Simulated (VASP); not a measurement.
# TiSi2 in VASP: further runs

The runs below take TiSi2 through single point, with PBE.

All numbers are computed with VASP 6.6.1; they aren't measurements. Logs are shortened: lines on timing, memory, paths and dates and some standing lists are left out, and cuts for length are marked.

## Step 1: The cell of the first run

The cell holds an amorphous packing of atoms, 18 atoms: a = 6.668 Å, b = 6.453 Å, c = 6.744 Å, α = 90.17°, β = 91.62°, γ = 85.70°.

## Step 2: Single point, PBE

Contents of INCAR:

```
SYSTEM = TiSi2
  PREC = Accurate
  ENCUT = 520
  EDIFF = 1E-7
  ISMEAR = -1
  SIGMA = 0.1689
  LREAL = Auto
  LASPH = .TRUE.
  NELM = 60
  ALGO = Normal
  ISIF = 2
  LWAVE = .FALSE.
  LCHARG = .FALSE.
  GGA = PE
  ISYM = 0
  NBANDS = 75
```

Contents of KPOINTS:

```
Automatic mesh
0
Gamma
  1 1 1
  0.25 0.25 0.25
```

Contents of POSCAR:

```
TiSi2
1.0
    6.6632510000      0.2460850000     -0.0945350000
    0.2460850000      6.4484990000     -0.0081680000
   -0.0945350000     -0.0081680000      6.7432540000
Ti Si
6 12
Direct
    0.4567268271      0.3147320383      0.8316424684
    0.4681176557      0.7386532860      0.7085833965
    0.2222722507      0.4597362559      0.5256676722
    0.8796993139      0.9348068486      0.3386182512
    0.1172918156      0.9694345746      0.7143292427
    0.1959636756      0.6516679651      0.0564327326
    0.5076710286      0.9173957754      0.0774932947
    0.6588172781      0.5736358051      0.3150055965
    0.2627424937      0.8535718483      0.4082023807
    0.8168615192      0.6755574337      0.6437074678
    0.0571746679      0.0634495429      0.0837588593
    0.3229642016      0.2647723413      0.2231664537
    0.5038240754      0.0728999811      0.5096722526
    0.7902599714      0.9607170941      0.8634115464
    0.7627228393      0.5849228474     -0.0183586955
    0.7905215747      0.2248923647      0.6001090687
    0.0430866231      0.3476625409      0.8732270654
    0.7342622980      0.2755210083      0.1565724711
```

Potentials or basis: VASP PAW PBE potentials, release 64 (Ti_sv, Si).

Started as:

```bash
$ cat potpaw_PBE.64/Ti_sv/POTCAR potpaw_PBE.64/Si/POTCAR > POTCAR
$ mpirun -np 1 vasp_std > vasp.out
```

OUTCAR:

```text
SYSTEM = TiSi2
   PREC = Accurate
   ENCUT = 520
   EDIFF = 1E-7
   ISMEAR = -1
   LREAL = Auto
   LASPH = .TRUE.
   NELM = 60
   ISIF = 2
   GGA = PE
   ISYM = 0

 ion  position               nearest neighbor table
   1  0.457  0.315  0.832-   3 2.68  13 2.68  17 2.77  16 2.78  18 2.83  12 2.84   2 2.87  15 2.94

   2  0.468  0.739  0.709-  10 2.38   9 2.50  13 2.57   5 2.68   7 2.75  15 2.78   3 2.79  14 2.84
                             1 2.87
   3  0.222  0.460  0.526-  12 2.48   1 2.68   9 2.70  17 2.78   2 2.79  13 3.01
   4  0.880  0.935  0.339-  11 2.31   9 2.60  16 2.62  18 2.63  10 2.72   8 2.85  13 2.87   7 3.01

   5  0.117  0.969  0.714-   9 2.40  14 2.43  11 2.60   2 2.68  17 2.68  16 2.73  10 2.89
   6  0.196  0.652  0.056-  17 2.57   9 2.74  11 2.75   7 2.79  12 2.80  15 2.98
   7  0.508  0.917  0.077-  14 2.44  12 2.67  15 2.72   2 2.75   6 2.79   8 2.85   9 2.85  18 2.89
                             4 3.01  13 3.08  11 3.08
   8  0.659  0.574  0.315-  18 2.23  15 2.37  10 2.53   7 2.85   4 2.85  16 3.03
   9  0.263  0.854  0.408-  13 2.31   5 2.40   2 2.50   4 2.60   3 2.70   6 2.74  11 2.84   7 2.85
                            12 2.99
  10  0.817  0.676  0.644-  14 2.36   2 2.38  15 2.40   8 2.53   4 2.72   5 2.89  17 2.93  16 2.94

  11  0.057  0.063  0.084-   4 2.31  17 2.32  14 2.42  12 2.44  18 2.52   5 2.60   6 2.75   9 2.84
                             7 3.08
  12  0.323  0.265  0.223-  11 2.44   3 2.48  13 2.53   7 2.67  18 2.80   6 2.80   1 2.84  17 2.99
                             9 2.99
  13  0.504  0.073  0.510-  16 2.28   9 2.31  12 2.53   2 2.57   1 2.68   4 2.87   3 3.01  14 3.07
                             7 3.08
  14  0.790  0.961  0.863-  10 2.36  11 2.42   5 2.43   7 2.44  16 2.47  15 2.58  18 2.84   2 2.84
                            13 3.07  17 3.12
  15  0.763  0.585  0.982-  18 2.34   8 2.37  10 2.40  17 2.45  14 2.58   7 2.72   2 2.78   1 2.94
                             6 2.98
  16  0.791  0.225  0.600-  13 2.28  14 2.47   4 2.62  17 2.62   5 2.73   1 2.78  10 2.94  18 3.02
                             8 3.03
  17  0.043  0.348  0.873-  11 2.32  15 2.45   6 2.57  16 2.62   5 2.68   1 2.77   3 2.78  18 2.91
                            10 2.93  12 2.99  14 3.12
  18  0.734  0.276  0.157-   8 2.23  15 2.34  11 2.52   4 2.63  12 2.80   1 2.83  14 2.84   7 2.89
                            17 2.91  16 3.02

IMPORTANT INFORMATION: All symmetrisations will be switched off!
NOSYMM: (Re-)initialisation of all symmetry stuff for point group C_1.

----------------------------------------------------------------------------------------

                                     Primitive cell

  volume of cell :     289.2779

  direct lattice vectors                    reciprocal lattice vectors
     6.663251000  0.246085000 -0.094535000     0.150318448 -0.005733731  0.002100399
     0.246085000  6.448499000 -0.008168000    -0.005733731  0.155293792  0.000107723
    -0.094535000 -0.008168000  6.743254000     0.002100399  0.000107723  0.148325933

  length of vectors
     6.668463735  6.453197959  6.743921566     0.150442424  0.155399644  0.148340843

  position of ions in fractional coordinates (direct lattice)
     0.456726827  0.314732038  0.831642468
     0.468117656  0.738653286  0.708583397
     0.222272251  0.459736256  0.525667672
     0.879699314  0.934806849  0.338618251
     0.117291816  0.969434575  0.714329243
     0.195963676  0.651667965  0.056432733
[... 10 lines left out ...]
     0.043086623  0.347662541  0.873227065
     0.734262298  0.275521008  0.156572471

  ion indices of the primitive-cell ions
   primitive index   ion index
                 1           1
                 2           2
                 3           3
                 4           4
                 5           5
                 6           6
[... 10 lines left out ...]
                17          17
                18          18

----------------------------------------------------------------------------------------

 KPOINTS: Automatic mesh

Automatic generation of k-mesh.
 Grid dimensions read from file:
 generate k-points for:    1    1    1

 Generating k-lattice:

  Cartesian coordinates                     Fractional coordinates (reciprocal lattice)
     0.150318448 -0.005733731  0.002100399     1.000000000 -0.000000000  0.000000000
    -0.005733731  0.155293792  0.000107723    -0.000000000  1.000000000  0.000000000
     0.002100399  0.000107723  0.148325933     0.000000000  0.000000000  1.000000000

  Length of vectors
     0.150442424  0.155399644  0.148340843

  Shift w.r.t. Gamma in fractional coordinates (k-lattice)
     0.250000000  0.250000000  0.250000000

 Subroutine IBZKPT returns following result:
 ===========================================

 Found      1 irreducible k-points:

 Following reciprocal coordinates:
            Coordinates               Weight
  0.250000  0.250000  0.250000      2.000000
   k-points           NKPTS =      1   k-points in BZ     NKDIM =      1   number of bands    NBANDS=     75
   number of dos      NEDOS =    301   number of ions     NIONS =     18
   total plane-waves  NPLWV = 120000
   dimension x,y,z NGX =    50 NGY =   48 NGZ =   50
   dimension x,y,z NGXF=   100 NGYF=   96 NGZF=  100
   ions per type =               6  12
   NGX,Y,Z   is equivalent  to a cutoff of  12.47, 12.37, 12.33 a.u.
   NGXF,Y,Z  is equivalent  to a cutoff of  24.93, 24.73, 24.65 a.u.
 SYSTEM =  TiSi2
   PREC   = accura    normal or accurate (medium, high low for compatibility)
   ISTART =      0    job   : 0-new  1-cont  2-samecut
   ICHARG =      2    charge: 1-file 2-atom 10-const
   ISPIN  =      1    spin polarized calculation?
   LNONCOLLINEAR =      F non collinear calculations
   LSORBIT =      F    spin-orbit coupling
   LASPH  =      T    aspherical Exc in radial PAW
   ENCUT  =  520.0 eV  38.22 Ry    6.18 a.u.  12.40 12.00 12.54*2*pi/ulx,y,z
   NELM   =     60;   NELMIN=  2; NELMDL= -5     # of ELM steps
   EDIFF  = 0.1E-06   stopping-criterion for ELM
   LREAL  =      T    real-space projection
   EDIFFG = 0.1E-05   stopping-criterion for IOM
   NSW    =      0    number of steps for IOM
   IBRION =     -1    ionic relax: 0-MD 1-quasi-New 2-CG
   NFREE  =      0    steps in history (QN), initial steepest desc. (CG)
   ISIF   =      2    stress and relaxation
   ISYM   =      0    0-nonsym 1-usesym 2-fastsym
   POTIM  = 0.5000    time-step for ionic-motion
   TEBEG  =    0.0;   TEEND  =   0.0 temperature during run
   PSTRESS=    0.0 pullay stress
   NELECT =     120.0000    total number of electrons
   NUPDOWN=      -1.0000    fix difference up-down
   EMIN   =  10.00;   EMAX   =-10.00  energy-range for DOS
   EFERMI =   0.00;   METHOD = LEGACY
   ISMEAR =    -1;   SIGMA  =   0.17  broadening in eV -4-tet -1-fermi 0-gaus
   EFERMI_NEDOS =   21; number of points for ismear=-14 and -15
   IALGO  =     38    algorithm
   IMIX   =      4    mixing-type and parameters
     AMIX     =   0.40;   BMIX     =  1.00
     AMIX_MAG =   1.60;   BMIX_MAG =  1.00
  volume/ion in A,a.u.               =      16.07       108.45
  Fermi-wavevector in a.u.,A,eV,Ry     =   1.220947  2.307255 20.282365  1.490712
  Thomas-Fermi vector in A             =   2.356147
   LORBIT       =      0    0 simple, 1 ext, 2 COOP (PROOUT), +10 PAW based schemes
   GGA     = PE    functional components
   LHFCALC =     F    Hartree Fock is set to
   AEXX    =    0.0000 exact exchange contribution
   IVDW    =     0    specifies the selected vdW correction
   LEPSILON=     F    determine dielectric tensor
   LRPA    =     F    only Hartree local field effects (RPA)
 non-spin polarized calculation
  energy-cutoff  :      520.00
  volume of cell :      289.28
 maximum number of plane-waves:      7793
 NGX is ok and might be reduce to    50
   NGX = 25   NGY = 23   NGZ = 25

 number of electron     120.0000000 magnetization

 Free energy of the ion-electron system (eV)
  ---------------------------------------------------
  ext. energy  EPLUGINS =         0.00000000
  ---------------------------------------------------
  free energy    TOTEN  =      -111.29740595 eV

  energy without entropy =     -110.09599852  energy(sigma->0) =     -110.69670224

 E-fermi :   8.7280     XC(G=0): -11.0093

 val. band max:        8.6309071617   @ k =   0.2500   0.2500   0.2500
 cond. band min:       8.8158934720   @ k =   0.2500   0.2500   0.2500
 fundamental gap:      0.1849863103
 Fermi energy:         8.7280027399

 k-point     1 :       0.2500    0.2500    0.2500
  band No.  band energies     occupation
      1     -48.3665      2.00000
      2     -48.3339      2.00000
      3     -48.1592      2.00000
      4     -48.0310      2.00000
      5     -47.9433      2.00000
      6     -47.7369      2.00000
[... 64 lines left out ...]
     71      10.2105      0.00031
     72      10.2982      0.00018
 [bands above 72 left out]

------------------------ aborting loop because EDIFF is reached ----------------------------------------

  FORCE on cell =-STRESS in cart. coord.  units (eV):
  Direction    XX          YY          ZZ          XY          YZ          ZX
  --------------------------------------------------------------------------------------
  -------------------------------------------------------------------------------------
  Total        0.0361867      2.2663134      9.3888514      6.3475603      6.3582862      1.1922032
  in kB        0.2004213     12.5520696     52.0005384     35.1562229     35.2156286      6.6030665
  external PRESSURE =      21.5843431 kB  Pullay stress =       0.0000000 kB

 VOLUME and BASIS-vectors are now :
 -----------------------------------------------------------------------------
  energy-cutoff  :      520.00
  volume of cell :      289.28
      direct lattice vectors                 reciprocal lattice vectors
     6.663251000  0.246085000 -0.094535000     0.150318448 -0.005733731  0.002100399
     0.246085000  6.448499000 -0.008168000    -0.005733731  0.155293792  0.000107723
    -0.094535000 -0.008168000  6.743254000     0.002100399  0.000107723  0.148325933

 POSITION                                       TOTAL-FORCE (eV/Angst)
 -----------------------------------------------------------------------------------
      3.04212      2.13515      5.56223         1.075725     -1.025004      1.130704
      3.23397      4.87261      4.72787         0.318722     -0.237955      1.336007
      1.54450      3.01501      3.51994        -1.130932      0.790159     -0.109106
      6.05969      6.24182      2.19259        -1.410556     -1.994246      0.673050
      0.95258      6.27443      4.79790        -0.334814      1.135178      0.349824
      1.46079      4.25004      0.35669        -0.464049      0.127177      0.604299
[... 10 lines left out ...]
      0.29010      2.24537      5.88148         0.868805      0.048525     -0.880463
      4.94557      1.95611      0.98414        -0.551865     -2.292608     -0.851850
 -----------------------------------------------------------------------------------
    total drift:                               -0.006719     -0.000705     -0.004230

  FREE ENERGIE OF THE ION-ELECTRON SYSTEM (eV)
  ---------------------------------------------------
  free  energy   TOTEN  =      -111.2974059536 eV

  energy  without entropy=     -110.0959985165  energy(sigma->0) =     -110.69670224
```

It took 34 s on 1 thread of Intel Xeon 6975P-C (Granite Rapids), shared host; peak memory 0.32 GiB.

Results:

```
Free energy            : -111.2974 eV
Pressure               : 2.2 GPa
Largest force          : 3.352 eV/Å
Band gap on the k mesh : 0.18 eV
```

Forces in eV/Å, atoms in the order of the input:
```
Ti   1.076 -1.025  1.131
Ti   0.319 -0.238  1.336
Ti  -1.131  0.790 -0.109
Ti  -1.411 -1.994  0.673
Ti  -0.335  1.135  0.350
Ti  -0.464  0.127  0.604
Si  -0.661  0.452  0.259
Si  -0.611  1.768  2.628
Si  -0.607 -1.331 -2.130
Si   2.432 -0.957 -2.099
Si   1.694  0.086 -0.447
Si   0.270  0.067 -1.278
Si  -1.144  0.916 -0.395
Si  -1.261  0.527  1.005
Si   0.153  0.403 -0.507
Si   1.363  1.518  0.712
Si   0.869  0.049 -0.880
Si  -0.552 -2.293 -0.852
```

Caveat: the k points lie up to 0.98 Å⁻¹ apart.

## Step 3: Single point, PBE

Contents of INCAR:

```
ALGO = Normal ; EDIFF = 1E-6
ENCUT = 520 ; GGA = PE
ISIF = 2 ; ISMEAR = -1
ISYM = 0 ; LASPH = T
LCHARG = F ; LREAL = Auto
LWAVE = F ; NBANDS = 75
NELM = 80 ; PREC = Accurate
SIGMA = 0.0939
```

KPOINTS is that of step 2.

Contents of POSCAR:

```
TiSi2
1.0
    6.6632510000      0.2460850000     -0.0945350000
    0.2460850000      6.4484990000     -0.0081680000
   -0.0945350000     -0.0081680000      6.7432540000
Ti Si
6 12
Direct
    0.5586203656      0.2926369125      0.8574841515
    0.5390009947      0.7129775783      0.7222404880
    0.1948472842      0.4792835795      0.4976343285
    0.8206298661      0.8795931109      0.4261749240
    0.1535591023      0.9807624459      0.7055880703
    0.1688944080      0.6386479915      0.0595390459
    0.4246858583      0.9735789863      0.0694097940
    0.5784952738      0.5805225004      0.3726460190
    0.2548263034      0.8181477625      0.3789127082
    0.8995923913      0.6373368649      0.6561373388
    0.0847794623      0.0800490443      0.1163241763
    0.3491055621      0.3185837034      0.2003348659
    0.4757229000      0.1116388800      0.4863462552
    0.8071835871      0.9918319670      0.8968193077
    0.7581080169      0.6029710302      1.0589001703
    0.8213938036      0.2191414686      0.5950337049
    0.0810028785      0.3450711203      0.8583946486
    0.7564167942      0.2060373910      0.1902223726
```

Potentials or basis: VASP PAW PBE potentials, release 64 (Ti_sv, Si).

Started as:

```bash
$ cat potpaw_PBE.64/Ti_sv/POTCAR potpaw_PBE.64/Si/POTCAR > POTCAR
$ mpirun -np 1 vasp_std > vasp.out
```

Run time: 32 s. Hardware: 1 thread of Intel Xeon 6975P-C (Granite Rapids), shared host; peak memory 0.32 GiB.

Results (log left out):

- Free energy: -112.4871 eV
- Pressure: 0.0 GPa
- Largest force: 3.563 eV/Å
- Band gap on the k mesh: 0.07 eV

Forces on the atoms (eV/Å):
```
Ti  -1.897  0.607  0.295
Ti  -0.856  1.390  0.489
Ti   0.993 -0.785  0.339
Ti   0.960  0.470 -3.399
Ti   0.888  0.232  0.909
Ti   0.008  1.669 -0.368
Si   0.312 -0.859 -0.977
Si  -0.056 -0.954 -0.046
Si  -0.035  1.319  0.019
Si   0.115 -1.345  2.641
Si  -0.024 -0.378  0.360
Si  -0.038 -0.695 -0.746
Si  -0.661 -0.523  0.768
Si   0.017 -1.897 -1.147
Si   0.361 -0.019 -0.296
Si   0.439  1.072  0.499
Si   0.161 -0.291 -0.205
Si  -0.686  0.987  0.863
```

Stress tensor (GPa, compression positive):
```
-1.11 -0.29  2.01
-0.29  2.85  0.13
 2.01  0.13 -1.78
```

Levels at points of the mesh, in eV from the valence-band top:
```tsv
k point	band 57	band 58	band 59	band 60	band 61	band 62	band 63	band 64
(0.25, 0.25, 0.25)	-0.72	-0.47	-0.28	0.00	0.07	0.18	0.40	0.48
```

Caveat: the k points lie up to 0.98 Å⁻¹ apart.
